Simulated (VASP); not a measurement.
# Lu (P6_3/mmc) in VASP: single point with BLYP

Aim: the single point of Lu with BLYP.

Everything below comes from runs of VASP 6.6.1. Logs are shortened: lines on timing, memory, paths and dates and some standing lists are left out, and cuts for length are marked.

## (1) The cell of the first run

The structure is hexagonal, space group P6_3/mmc (No. 194). The conventional cell has a = 3.674 Å, b = 3.674 Å, c = 5.719 Å, α = 90.00°, β = 90.00°, γ = 120.00°. Within 4.7 Å of Lu (site symmetry -6m2) lie 12 Lu at 3.56 to 3.67 Å.

## (2) Single point, BLYP (33.43 Å³/atom)

INCAR reads:

```
SYSTEM = Lu
PREC = Accurate
ENCUT = 520
EDIFF = 1E-7
ISMEAR = -1
SIGMA = 0.1
LREAL = .False.
LASPH = .True.
NELM = 80
ALGO = Normal
ISIF = 2
LWAVE = .False.
LCHARG = .False.
GGA = B5
ALDAX = 1.0
AGGAX = 1.0
AGGAC = 1.0
ALDAC = 0.0
NBANDS = 32
```

KPOINTS reads:

```
Automatic mesh
0
Gamma
  17 17 10
  0 0 0
```

POSCAR reads:

```
Lu
1.0
    3.6742684292      0.0000000000      0.0000000000
   -1.8371342146      3.1820098000      0.0000000000
    0.0000000000      0.0000000000      5.7193008290
Lu
2
Direct
    0.3333333333      0.6666666667      0.2500000000
    0.6666666667      0.3333333333      0.7500000000
```

Potentials or basis: VASP PAW PBE potentials, release 64 (Lu).

Run with:

```
> cat potpaw_PBE.64/Lu/POTCAR > POTCAR
> mpirun -np 1 vasp_std > vasp.out
```

OUTCAR:

```text
SYSTEM = Lu
   PREC = Accurate
   ENCUT = 520
   EDIFF = 1E-7
   ISMEAR = -1
   LREAL = .False.
   LASPH = .True.
   NELM = 80
   ISIF = 2
   GGA = B5

 ion  position               nearest neighbor table
   1  0.333  0.667  0.250-   2 3.56   2 3.56   2 3.56   2 3.56   2 3.56   2 3.56
   2  0.667  0.333  0.750-   1 3.56   1 3.56   1 3.56   1 3.56   1 3.56   1 3.56

  LATTYP: Found a hexagonal cell.
 ALAT       =     3.6742684292
 C/A-ratio  =     1.5565821984

  Lattice vectors:

 A1 = (   3.6742684292,   0.0000000000,   0.0000000000)
 A2 = (  -1.8371342146,   3.1820098000,   0.0000000000)
 A3 = (   0.0000000000,   0.0000000000,   5.7193008290)

Analysis of symmetry for initial positions (statically):
=====================================================================
 Subroutine PRICEL returns:
 Original cell was already a primitive cell.

 Routine SETGRP: Setting up the symmetry group for a
 hexagonal supercell.

 Subroutine GETGRP returns: Found 24 space group operations
 (whereof 12 operations were pure point group operations)
 out of a pool of 24 trial point group operations.

The static configuration has the point symmetry D_3d.
 The point group associated with its full space group is D_6h.

Analysis of symmetry for dynamics (positions and initial velocities):
=====================================================================
 Subroutine PRICEL returns:
 Original cell was already a primitive cell.

 Routine SETGRP: Setting up the symmetry group for a
 hexagonal supercell.

 Subroutine GETGRP returns: Found 24 space group operations
 (whereof 12 operations were pure point group operations)
 out of a pool of 24 trial point group operations.

The dynamic configuration has the point symmetry D_3d.
 The point group associated with its full space group is D_6h.

 Subroutine INISYM returns: Found 24 space group operations
 (whereof 12 operations are pure point group operations),
 and found     1 'primitive' translations

----------------------------------------------------------------------------------------

                                     Primitive cell

  volume of cell :      66.8675

  direct lattice vectors                    reciprocal lattice vectors
     3.674268429  0.000000000  0.000000000     0.272163022  0.157133394  0.000000000
    -1.837134215  3.182009800  0.000000000     0.000000000  0.314266788  0.000000000
     0.000000000  0.000000000  5.719300829     0.000000000  0.000000000  0.174846547

  length of vectors
     3.674268429  3.674268429  5.719300829     0.314266788  0.314266788  0.174846547

  position of ions in fractional coordinates (direct lattice)
     0.333333333  0.666666667  0.250000000
     0.666666667  0.333333333  0.750000000

  ion indices of the primitive-cell ions
   primitive index   ion index
                 1           1
                 2           2

----------------------------------------------------------------------------------------

 KPOINTS: Automatic mesh

Automatic generation of k-mesh.
 Grid dimensions read from file:
 generate k-points for:   17   17   10

 Generating k-lattice:

  Cartesian coordinates                     Fractional coordinates (reciprocal lattice)
     0.016009590  0.009243141  0.000000000     0.058823529 -0.000000000  0.000000000
     0.000000000  0.018486282  0.000000000     0.000000000  0.058823529  0.000000000
     0.000000000  0.000000000  0.017484655     0.000000000  0.000000000  0.100000000

  Length of vectors
     0.018486282  0.018486282  0.017484655

  Shift w.r.t. Gamma in fractional coordinates (k-lattice)
     0.000000000  0.000000000  0.000000000

 Subroutine IBZKPT returns following result:
 ===========================================

 Found    198 irreducible k-points:

 Following reciprocal coordinates:
            Coordinates               Weight
  0.000000  0.000000  0.000000      1.000000
  0.058824 -0.000000  0.000000      6.000000
  0.117647 -0.000000  0.000000      6.000000
  0.176471 -0.000000  0.000000      6.000000
  0.235294 -0.000000  0.000000      6.000000
  0.294118 -0.000000  0.000000      6.000000
[... 16 lines left out ...]
  0.411765  0.117647  0.000000     12.000000
  0.176471  0.176471  0.000000      6.000000
 [... further k-points ...]
   k-points           NKPTS =    198   k-points in BZ     NKDIM =    198   number of bands    NBANDS=     32
   number of dos      NEDOS =    301   number of ions     NIONS =      2
   total plane-waves  NPLWV =  37632
   dimension x,y,z NGX =    28 NGY =   28 NGZ =   48
   dimension x,y,z NGXF=    56 NGYF=   56 NGZF=   96
   ions per type =               2
   NGX,Y,Z   is equivalent  to a cutoff of  12.67, 12.67, 13.95 a.u.
   NGXF,Y,Z  is equivalent  to a cutoff of  25.34, 25.34, 27.90 a.u.
 SYSTEM =  Lu
   PREC   = accura    normal or accurate (medium, high low for compatibility)
   ISTART =      0    job   : 0-new  1-cont  2-samecut
   ICHARG =      2    charge: 1-file 2-atom 10-const
   ISPIN  =      1    spin polarized calculation?
   LNONCOLLINEAR =      F non collinear calculations
   LSORBIT =      F    spin-orbit coupling
   LASPH  =      T    aspherical Exc in radial PAW
   ENCUT  =  520.0 eV  38.22 Ry    6.18 a.u.   6.83  6.83 10.63*2*pi/ulx,y,z
   NELM   =     80;   NELMIN=  2; NELMDL= -5     # of ELM steps
   EDIFF  = 0.1E-06   stopping-criterion for ELM
   LREAL  =      F    real-space projection
   EDIFFG = 0.1E-05   stopping-criterion for IOM
   NSW    =      0    number of steps for IOM
   IBRION =     -1    ionic relax: 0-MD 1-quasi-New 2-CG
   NFREE  =      0    steps in history (QN), initial steepest desc. (CG)
   ISIF   =      2    stress and relaxation
   ISYM   =      2    0-nonsym 1-usesym 2-fastsym
   POTIM  = 0.5000    time-step for ionic-motion
   TEBEG  =    0.0;   TEEND  =   0.0 temperature during run
   PSTRESS=    0.0 pullay stress
   NELECT =      50.0000    total number of electrons
   NUPDOWN=      -1.0000    fix difference up-down
   EMIN   =  10.00;   EMAX   =-10.00  energy-range for DOS
   EFERMI =   0.00;   METHOD = LEGACY
   ISMEAR =    -1;   SIGMA  =   0.10  broadening in eV -4-tet -1-fermi 0-gaus
   EFERMI_NEDOS =   21; number of points for ismear=-14 and -15
   IALGO  =     38    algorithm
   IMIX   =      4    mixing-type and parameters
     AMIX     =   0.40;   BMIX     =  1.00
     AMIX_MAG =   1.60;   BMIX_MAG =  1.00
  volume/ion in A,a.u.               =      33.43       225.62
  Fermi-wavevector in a.u.,A,eV,Ry     =   1.485912  2.807966 30.040767  2.207934
  Thomas-Fermi vector in A             =   2.599264
   LORBIT       =      0    0 simple, 1 ext, 2 COOP (PROOUT), +10 PAW based schemes
   GGA     = B5    functional components
   LHFCALC =     F    Hartree Fock is set to
   AEXX    =    0.0000 exact exchange contribution
   IVDW    =     0    specifies the selected vdW correction
   LEPSILON=     F    determine dielectric tensor
   LRPA    =     F    only Hartree local field effects (RPA)
 non-spin polarized calculation
  energy-cutoff  :      520.00
  volume of cell :       66.87
 maximum number of plane-waves:      1822
 NGX is ok and might be reduce to    28
   NGX = 13   NGY = 13   NGZ = 21

 number of electron      49.9999994 magnetization

 Free energy of the ion-electron system (eV)
  ---------------------------------------------------
  ext. energy  EPLUGINS =         0.00000000
  ---------------------------------------------------
  free energy    TOTEN  =        -6.97618106 eV

  energy without entropy =       -6.85332084  energy(sigma->0) =       -6.91475095

 E-fermi :   2.1883     XC(G=0):  -9.5620

 val. band max:        2.1853606974   @ k =   0.4706   0.0588   0.4000
 cond. band min:       2.1888621901   @ k =   0.2353   0.1765   0.2000
 fundamental gap:      0.0035014927
 Fermi energy:         2.1882898798

 k-point     1 :       0.0000    0.0000    0.0000
  band No.  band energies     occupation
      1     -54.1513      2.00000
      2     -54.1319      2.00000
      3     -25.1786      2.00000
      4     -24.9172      2.00000
      5     -24.9172      2.00000
      6     -24.8613      2.00000
[... 24 lines left out ...]
     31       5.0875      0.00000
     32       5.0876      0.00000

 k-point     2 :       0.0588   -0.0000    0.0000
  band No.  band energies     occupation
      1     -54.1509      2.00000
      2     -54.1318      2.00000
      3     -25.1751      2.00000
      4     -24.9239      2.00000
      5     -24.9196      2.00000
      6     -24.8683      2.00000
[... 24 lines left out ...]
     31       4.9877      0.00000
     32       5.0175      0.00000

 k-point     3 :       0.1176   -0.0000    0.0000
  band No.  band energies     occupation
      1     -54.1497      2.00000
      2     -54.1314      2.00000
      3     -25.1649      2.00000
      4     -24.9428      2.00000
      5     -24.9263      2.00000
      6     -24.8884      2.00000
[... 24 lines left out ...]
     31       4.8586      0.00000
     32       4.9363      0.00000

 k-point     4 :       0.1765   -0.0000    0.0000
  band No.  band energies     occupation
      1     -54.1478      2.00000
      2     -54.1309      2.00000
      3     -25.1488      2.00000
      4     -24.9717      2.00000
      5     -24.9361      2.00000
      6     -24.9183      2.00000
[... 24 lines left out ...]
     31       5.1426      0.00000
     32       5.2387      0.00000

 k-point     5 :       0.2353   -0.0000    0.0000
  band No.  band energies     occupation
      1     -54.1454      2.00000
      2     -54.1304      2.00000
      3     -25.1277      2.00000
      4     -25.0067      2.00000
      5     -24.9538      2.00000
      6     -24.9477      2.00000
[... 584 lines left out ...]
     31       6.4147      0.00000
     32       7.0146      0.00000

 k-point    22 :       0.3529    0.1176    0.0000
  band No.  band energies     occupation
      1     -54.1374      2.00000
      2     -54.1301      2.00000
      3     -25.0944      2.00000
      4     -25.0471      2.00000
      5     -25.0433      2.00000
      6     -24.9868      2.00000
[... 24 lines left out ...]
     31       6.8269      0.00000
     32       7.5192      0.00000

 k-point    23 :       0.4118    0.1176    0.0000
  band No.  band energies     occupation
      1     -54.1362      2.00000
      2     -54.1304      2.00000
      3     -25.1069      2.00000
      4     -25.0507      2.00000
      5     -25.0314      2.00000
      6     -24.9941      2.00000
[... 24 lines left out ...]
     31       7.1196      0.00000
     32       7.6858      0.00000

 k-point    24 :       0.1765    0.1765    0.0000
  band No.  band energies     occupation
      1     -54.1422      2.00000
      2     -54.1300      2.00000
      3     -25.0976      2.00000
      4     -25.0251      2.00000
      5     -25.0202      2.00000
      6     -24.9487      2.00000
[... 24 lines left out ...]
     31       5.8249      0.00000
     32       6.4865      0.00000

 [... further k-points ...]

------------------------ aborting loop because EDIFF is reached ----------------------------------------

  FORCE on cell =-STRESS in cart. coord.  units (eV):
  Direction    XX          YY          ZZ          XY          YZ          ZX
  --------------------------------------------------------------------------------------
  -------------------------------------------------------------------------------------
  Total       -1.6625234     -1.6625234     -1.6324975      0.0000000     -0.0000000     -0.0000000
  in kB      -39.8348343    -39.8348343    -39.1153995      0.0000000     -0.0000000     -0.0000000
  external PRESSURE =     -39.5950227 kB  Pullay stress =       0.0000000 kB

 VOLUME and BASIS-vectors are now :
 -----------------------------------------------------------------------------
  energy-cutoff  :      520.00
  volume of cell :       66.87
      direct lattice vectors                 reciprocal lattice vectors
     3.674268429  0.000000000  0.000000000     0.272163022  0.157133394  0.000000000
    -1.837134215  3.182009800  0.000000000     0.000000000  0.314266788  0.000000000
     0.000000000  0.000000000  5.719300829     0.000000000  0.000000000  0.174846547

 POSITION                                       TOTAL-FORCE (eV/Angst)
 -----------------------------------------------------------------------------------
     -0.00000      2.12134      1.42983         0.000000      0.000000      0.000000
      1.83713      1.06067      4.28948        -0.000000      0.000000      0.000000
 -----------------------------------------------------------------------------------
    total drift:                               -0.000000      0.000000     -0.000000

  FREE ENERGIE OF THE ION-ELECTRON SYSTEM (eV)
  ---------------------------------------------------
  free  energy   TOTEN  =        -6.9761810592 eV

  energy  without entropy=       -6.8533208434  energy(sigma->0) =       -6.91475095
```

Wall time 6.4 min (1 thread of Intel Xeon Platinum 8375C at 2.90GHz (Ice Lake), shared host); peak memory 0.45 GiB.

What came out:

| Item | Value |
| --- | --- |
| Free energy | -6.9762 eV |
| Pressure | -4.0 GPa |
| Band gap on the k mesh | zero (bands 25 and 26 overlap by 1.59 eV) |

Caveat: the cell stands under tension; the PAW data sets were made with another functional, which shifts forces and pressure a little; spin-orbit coupling is left out, which moves the levels of the heavy elements.
